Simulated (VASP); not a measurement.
# Ti3Al (P1) in VASP: single point with PBEsol

Aim: the single point of Ti3Al with PBEsol.

All numbers are computed with VASP 6.6.1; they aren't measurements. Logs are shortened: lines on timing, memory, paths and dates and some standing lists are left out, and cuts for length are marked.

### Step 1. The cell of the first run

The typed cell holds 4 atoms: a = 2.919 Å, b = 2.911 Å, c = 9.152 Å, α = 90.76°, β = 88.85°, γ = 120.61°.

### Step 2. Single point, PBEsol (atoms moved at random and the cell strained at random)

The input, INCAR:

```
SYSTEM = Ti3Al
  PREC = Accurate
  ENCUT = 520
  EDIFF = 1E-6
  ISMEAR = 0
  SIGMA = 0.1
  LREAL = .False.
  LASPH = .True.
  NELM = 80
  ALGO = Fast
  ISIF = 2
  LWAVE = .False.
  LCHARG = .False.
  GGA = PS
  NBANDS = 28
```

The input, KPOINTS:

```
regular mesh
0
Gamma
  14 14 4
  0 0 0
```

The input, POSCAR:

```
Ti3Al
1.0
    2.9184961174     -0.0132032154      0.0292754222
   -1.4706823786      2.5116811050     -0.0192773576
    0.0922636200     -0.0168842425      9.1516284678
Ti Al
3 1
Direct
    0.6315963955      0.3012861684     -0.0005050745
    0.3035480885      0.6795801970      0.7537501736
    0.3588520879      0.6722872491      0.2447411061
    0.7060034281      0.3468463855      0.5020127110
```

Potentials or basis: VASP PAW PBE potentials, release 64 (Ti_sv, Al).

The run is started by

```
> cat potpaw_PBE.64/Ti_sv/POTCAR potpaw_PBE.64/Al/POTCAR > POTCAR
> mpirun -np 1 vasp_std > vasp.out
```

OUTCAR:

```text
SYSTEM = Ti3Al
   PREC = Accurate
   ENCUT = 520
   EDIFF = 1E-6
   ISMEAR = 0
   LREAL = .False.
   LASPH = .True.
   NELM = 80
   ISIF = 2
   GGA = PS

 ion  position               nearest neighbor table
   1  0.632  0.301  0.999-   2 2.73   3 2.75   3 2.75   2 2.79   2 2.90   3 2.92
   2  0.304  0.680  0.754-   1 2.73   4 2.77   1 2.79   4 2.85   1 2.90   4 2.94
   3  0.359  0.672  0.245-   1 2.75   1 2.75   4 2.85   4 2.89   1 2.92   4 2.93
   4  0.706  0.347  0.502-   2 2.77   3 2.85   2 2.85   3 2.89   3 2.93   2 2.94

  LATTYP: Found a triclinic cell.
 ALAT       =     2.9106391478
 B/A-ratio  =     0.9921096451
 C/A-ratio  =     3.5641598770
 COS(alpha) =     0.0045420093
 COS(beta)  =     0.4120961209
 COS(gamma) =     0.4932689299

  Lattice vectors:

 A1 = (   1.4706823786,  -2.5116811050,   0.0192773576)
 A2 = (  -1.4478137388,  -2.4984778896,  -0.0099980646)
 A3 = (   4.2969148760,  -2.5080000779,  -9.1030756880)

Analysis of symmetry for initial positions (statically):
=====================================================================
 Subroutine PRICEL returns:
 Original cell was already a primitive cell.

 Routine SETGRP: Setting up the symmetry group for a
 triclinic supercell.

 Subroutine GETGRP returns: Found  1 space group operations
 (whereof  1 operations were pure point group operations)
 out of a pool of  2 trial point group operations.

The static configuration has the point symmetry C_1 .

Analysis of symmetry for dynamics (positions and initial velocities):
=====================================================================
 Subroutine PRICEL returns:
 Original cell was already a primitive cell.

 Routine SETGRP: Setting up the symmetry group for a
 triclinic supercell.

 Subroutine GETGRP returns: Found  1 space group operations
 (whereof  1 operations were pure point group operations)
 out of a pool of  2 trial point group operations.

The dynamic configuration has the point symmetry C_1 .

 Subroutine INISYM returns: Found  1 space group operations
 (whereof  1 operations are pure point group operations),
 and found     1 'primitive' translations

----------------------------------------------------------------------------------------

                                     Primitive cell

  volume of cell :      66.8998

  direct lattice vectors                    reciprocal lattice vectors
     2.918496117 -0.013203215  0.029275422     0.343583277  0.201157006 -0.003092767
    -1.470682379  2.511681105 -0.019277358     0.001798760  0.399198469  0.000718364
     0.092263620 -0.016884243  9.151628468    -0.001095310  0.000197400  0.109281577

  length of vectors
     2.918672808  2.910639148  9.152109116     0.398149689  0.399203168  0.109287244

  position of ions in fractional coordinates (direct lattice)
     0.631596395  0.301286168  0.999494926
     0.303548089  0.679580197  0.753750174
     0.358852088  0.672287249  0.244741106
     0.706003428  0.346846386  0.502012711

  ion indices of the primitive-cell ions
   primitive index   ion index
                 1           1
                 2           2
                 3           3
                 4           4

----------------------------------------------------------------------------------------

 KPOINTS: regular mesh

Automatic generation of k-mesh.
 Grid dimensions read from file:
 generate k-points for:   14   14    4

 Generating k-lattice:

  Cartesian coordinates                     Fractional coordinates (reciprocal lattice)
     0.024541663  0.014368358 -0.000220912     0.071428571  0.000000000  0.000000000
     0.000128483  0.028514176  0.000051312     0.000000000  0.071428571  0.000000000
    -0.000273827  0.000049350  0.027320394     0.000000000  0.000000000  0.250000000

  Length of vectors
     0.028439264  0.028514512  0.027321811

  Shift w.r.t. Gamma in fractional coordinates (k-lattice)
     0.000000000  0.000000000  0.000000000

 Subroutine IBZKPT returns following result:
 ===========================================

 Found    396 irreducible k-points:

 Following reciprocal coordinates:
            Coordinates               Weight
  0.000000  0.000000  0.000000      1.000000
  0.071429 -0.000000  0.000000      2.000000
  0.142857 -0.000000  0.000000      2.000000
  0.214286 -0.000000  0.000000      2.000000
  0.285714  0.000000  0.000000      2.000000
  0.357143 -0.000000  0.000000      2.000000
[... 16 lines left out ...]
  0.000000  0.142857  0.000000      2.000000
  0.071429  0.142857  0.000000      2.000000
 [... further k-points ...]
   k-points           NKPTS =    396   k-points in BZ     NKDIM =    396   number of bands    NBANDS=     28
   number of dos      NEDOS =    301   number of ions     NIONS =      4
   total plane-waves  NPLWV =  40320
   dimension x,y,z NGX =    24 NGY =   24 NGZ =   70
   dimension x,y,z NGXF=    48 NGYF=   48 NGZF=  140
   ions per type =               3   1
   NGX,Y,Z   is equivalent  to a cutoff of  13.67, 13.71, 12.72 a.u.
   NGXF,Y,Z  is equivalent  to a cutoff of  27.34, 27.42, 25.43 a.u.
 SYSTEM =  Ti3Al
   PREC   = accura    normal or accurate (medium, high low for compatibility)
   ISTART =      0    job   : 0-new  1-cont  2-samecut
   ICHARG =      2    charge: 1-file 2-atom 10-const
   ISPIN  =      1    spin polarized calculation?
   LNONCOLLINEAR =      F non collinear calculations
   LSORBIT =      F    spin-orbit coupling
   LASPH  =      T    aspherical Exc in radial PAW
   ENCUT  =  520.0 eV  38.22 Ry    6.18 a.u.   5.43  5.41 17.02*2*pi/ulx,y,z
   NELM   =     80;   NELMIN=  2; NELMDL= -5     # of ELM steps
   EDIFF  = 0.1E-05   stopping-criterion for ELM
   LREAL  =      F    real-space projection
[... 7 lines left out ...]
   TEBEG  =    0.0;   TEEND  =   0.0 temperature during run
   PSTRESS=    0.0 pullay stress
   NELECT =      39.0000    total number of electrons
   NUPDOWN=      -1.0000    fix difference up-down
   EMIN   =  10.00;   EMAX   =-10.00  energy-range for DOS
   EFERMI =   0.00;   METHOD = LEGACY
   ISMEAR =     0;   SIGMA  =   0.10  broadening in eV -4-tet -1-fermi 0-gaus
   EFERMI_NEDOS =   21; number of points for ismear=-14 and -15
   IALGO  =     68    algorithm
   IMIX   =      4    mixing-type and parameters
     AMIX     =   0.40;   BMIX     =  1.00
     AMIX_MAG =   1.60;   BMIX_MAG =  1.00
  volume/ion in A,a.u.               =      16.72       112.87
  Fermi-wavevector in a.u.,A,eV,Ry     =   1.367586  2.584364 25.446878  1.870293
  Thomas-Fermi vector in A             =   2.493626
   LORBIT       =      0    0 simple, 1 ext, 2 COOP (PROOUT), +10 PAW based schemes
   GGA     = PS    functional components
   LHFCALC =     F    Hartree Fock is set to
   AEXX    =    0.0000 exact exchange contribution
   IVDW    =     0    specifies the selected vdW correction
   LEPSILON=     F    determine dielectric tensor
   LRPA    =     F    only Hartree local field effects (RPA)
 non-spin polarized calculation
 RMM-DIIS sequential band-by-band and
 Gauss-broadening in eV      SIGMA  =   0.10
  energy-cutoff  :      520.00
  volume of cell :       66.90
 maximum number of plane-waves:      1844
 NGX is ok and might be reduce to    24
   NGX = 11   NGY = 11   NGZ = 35

 number of electron      39.0000000 magnetization

 Free energy of the ion-electron system (eV)
  ---------------------------------------------------
  ext. energy  EPLUGINS =         0.00000000
  ---------------------------------------------------
  free energy    TOTEN  =       -29.57210735 eV

  energy without entropy =      -29.55344998  energy(sigma->0) =      -29.56277867

 E-fermi :   8.1214     XC(G=0): -11.4152

 val. band max:        8.1201709535   @ k =   0.0714   0.2857   0.0000
 cond. band min:       8.1236024439   @ k =  -0.0714   0.3571   0.2500
 fundamental gap:      0.0034314904
 Fermi energy:         8.1214373397

 k-point     1 :       0.0000    0.0000    0.0000
  band No.  band energies     occupation
      1     -48.3225      2.00000
      2     -48.2736      2.00000
      3     -48.1738      2.00000
      4     -24.9868      2.00000
      5     -24.7032      2.00000
      6     -24.3544      2.00000
[... 20 lines left out ...]
     27      10.3779      0.00000
     28      10.9572      0.00000

 k-point     2 :       0.0714   -0.0000    0.0000
  band No.  band energies     occupation
      1     -48.3172      2.00000
      2     -48.2694      2.00000
      3     -48.1709      2.00000
      4     -24.9777      2.00000
      5     -24.7030      2.00000
      6     -24.3697      2.00000
[... 20 lines left out ...]
     27      10.3247      0.00000
     28      10.8833      0.00000

 k-point     3 :       0.1429   -0.0000    0.0000
  band No.  band energies     occupation
      1     -48.3023      2.00000
      2     -48.2575      2.00000
      3     -48.1629      2.00000
      4     -24.9523      2.00000
      5     -24.7054      2.00000
      6     -24.4397      2.00000
[... 20 lines left out ...]
     27      10.2288      0.00000
     28      10.8040      0.00000

 k-point     4 :       0.2143   -0.0000    0.0000
  band No.  band energies     occupation
      1     -48.2804      2.00000
      2     -48.2402      2.00000
      3     -48.1518      2.00000
      4     -24.9166      2.00000
      5     -24.7212      2.00000
      6     -24.5381      2.00000
[... 578 lines left out ...]
     27      10.3236      0.00000
     28      10.8703      0.00000

 k-point    23 :       0.0000    0.1429    0.0000
  band No.  band energies     occupation
      1     -48.3007      2.00000
      2     -48.2574      2.00000
      3     -48.1638      2.00000
      4     -24.9481      2.00000
      5     -24.7117      2.00000
      6     -24.4532      2.00000
[... 20 lines left out ...]
     27      10.1776      0.00000
     28      10.8361      0.00000

 k-point    24 :       0.0714    0.1429    0.0000
  band No.  band energies     occupation
      1     -48.2864      2.00000
      2     -48.2461      2.00000
      3     -48.1569      2.00000
      4     -24.9238      2.00000
      5     -24.7214      2.00000
      6     -24.5088      2.00000
[... 20 lines left out ...]
     27      10.2636      0.00000
     28      10.8117      0.00000

 [... further k-points ...]
[... 5 lines left out ...]
  --------------------------------------------------------------------------------------
  -------------------------------------------------------------------------------------
  Total       -0.9394724      0.1241039     -0.2504318      0.4037346      0.1197597     -0.2792770
  in kB      -22.4993459      2.9721551     -5.9975701      9.6690063      2.8681143     -6.6883818
  external PRESSURE =      -8.5082536 kB  Pullay stress =       0.0000000 kB

 VOLUME and BASIS-vectors are now :
 -----------------------------------------------------------------------------
  energy-cutoff  :      520.00
  volume of cell :       66.90
      direct lattice vectors                 reciprocal lattice vectors
     2.918496117 -0.013203215  0.029275422     0.343583277  0.201157006 -0.003092767
    -1.470682379  2.511681105 -0.019277358     0.001798760  0.399198469  0.000718364
     0.092263620 -0.016884243  9.151628468    -0.001095310  0.000197400  0.109281577

 POSITION                                       TOTAL-FORCE (eV/Angst)
 -----------------------------------------------------------------------------------
      1.49243      0.73152      9.15969         0.024133      0.153438      0.006915
     -0.04400      1.69015      6.89383         0.304882     -0.072135     -0.114613
      0.08117      1.67970      2.23733        -0.073829     -0.048580      0.319530
      1.59668      0.85337      4.60822        -0.255186     -0.032723     -0.211832
 -----------------------------------------------------------------------------------
    total drift:                               -0.000117      0.000472      0.000178

  FREE ENERGIE OF THE ION-ELECTRON SYSTEM (eV)
  ---------------------------------------------------
  free  energy   TOTEN  =       -29.5721073520 eV

  energy  without entropy=      -29.5534499784  energy(sigma->0) =      -29.56277867
```

Run time: 60 min. Hardware: 1 thread of Oxide Virtual Turin-like, shared host; peak memory 0.63 GiB.

What came out:

* Free energy: -29.5721 eV
* Pressure: -0.9 GPa
* Largest force: 0.334 eV/Å
* Band gap on the k mesh: zero (an odd number of electrons rules out a gap without spin polarisation)

Forces on the atoms (eV/Å):
```
Ti   0.024  0.153  0.007
Ti   0.305 -0.072 -0.115
Ti  -0.074 -0.049  0.320
Al  -0.255 -0.033 -0.212
```

Levels at points of the mesh, in eV from the Fermi level:
```csv
k point,band 18,band 19,band 20,band 21,band 22,band 23
"(0.00, 0.00, 0.00)",0.60,0.67,0.81,0.91,0.96,1.01
"(0.50, 0.00, 0.00)",-1.31,-0.65,-0.43,0.77,1.07,1.34
"(0.00, 0.50, 0.00)",-1.19,-0.62,-0.30,0.77,1.07,1.29
"(0.50, 0.50, 0.00)",-1.27,-0.60,-0.41,0.77,1.06,1.22
"(0.00, 0.00, 0.50)",0.52,0.68,0.81,0.92,0.97,1.01
"(0.50, 0.00, 0.50)",-1.27,-0.99,-0.04,0.71,1.08,1.32
"(0.00, 0.50, 0.50)",-1.18,-0.87,0.01,0.69,0.76,1.24
"(0.50, 0.50, 0.50)",-1.24,-0.97,-0.01,0.74,0.98,1.18
```

Caveat: the cell differs from its parent crystal (atoms moved at random and the cell strained at random); the PAW data sets were made with another functional, which shifts forces and pressure a little.
